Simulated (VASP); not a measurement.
Runs of VASP 6.6.1 on HfB. The structure is that of space group Fm-3m (No. 225), or close to it. The cells are those of the table. 

```tsv
level	cell	k mesh	cutoff (eV)	gap on the mesh (eV)	pressure (GPa)
r2SCAN	a = 3.365 Å, angles 60.0°, 2 atoms	8 × 8 × 8	550	none	7.7
r2SCAN+D3(BJ)	a = 3.358 Å, angles 60.0°, 2 atoms	8 × 8 × 8	550	none	7.1
r2SCAN+D3(BJ)	a = 3.393 Å, angles 60.0°, 2 atoms	8 × 8 × 8	550	none	(b)
r2SCAN+D3(BJ)	a = 3.381 Å, angles 60.0°, 2 atoms	8 × 8 × 8	550	none	2.9
revPBE	a = 3.388 Å, angles 60.0°, 2 atoms	8 × 8 × 8	500	none	(c)
PBE	a = 3.267 Å, angles 60.0°, 2 atoms	10 × 10 × 10	500	none	(a)
revPBE	a = 3.457 Å, angles 60.0°, 2 atoms	8 × 8 × 8	500	none	-3.1
r2SCAN+D3(BJ)	a = 3.267 Å, angles 60.0°, 2 atoms	8 × 8 × 8	550	none	27.3
```

Alike in all rows: task single point; potentials or basis VASP PAW PBE potentials, release 64 (Hf_pv, B); no spin polarisation; smearing gaussian 0.05 eV.

**Question.** Estimate the missing entries.

**Answer.** (a) 30.3; (b) 0.9; (c) 7.4.

Caveats: spin-orbit coupling is left out, which moves the levels of the heavy elements; an odd number of electrons without spin polarisation forces a metal; a magnetic or distorted state may lie lower; the PAW data sets were made with another functional, which shifts forces and pressure a little (at least some runs); the cell stands under pressure (at least some runs); three body term missing (at least some runs); the cell stands under tension (at least some runs).

A k mesh can miss the band edges, and the runs leave out spin-orbit coupling on Hf.

A gap of «none» marks levels without a gap at the run's occupations.
